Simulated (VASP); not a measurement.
GaN:

```xyz
4
Lattice="3.1831 0.0000 0.0000 -1.5916 2.7567 0.0000 0.0000 0.0000 5.1836" Properties=species:S:1:pos:R:3 pbc="T T T"
Ga    0.0000    1.8378   -0.0046
Ga    1.5916    0.9189    2.5872
N     0.0000    1.8378    1.9485
N     1.5916    0.9189    4.5403
```

Base run:

| Quantity | Value |
| --- | --- |
| Program | VASP 6.6.1 |
| Functional | PBE |
| Potentials or basis | VASP PAW PBE potentials, release 64 (Ga_d, N) |
| Cutoff | 520 eV |
| k mesh | 12 × 12 × 6 |
| Occupations | fermi-dirac, width 0.02 eV |
| Spin | no spin polarisation |

Its results: band gap on the k mesh 1.94 eV, direct; pressure 6.3 GPa; largest force 0.005 eV/Å.

Task: The run is repeated on the same cell with these changes: functional from PBE to r2SCAN; occupations from fermi-dirac, width 0.02 eV to gaussian, width 0.01 eV. What comes out?

Result: Band gap on the k mesh 2.34 eV, direct; pressure 1.1 GPa; largest force 0.005 eV/Å.

Caveats: the PAW data sets were made with another functional, which shifts forces and pressure a little (some runs).

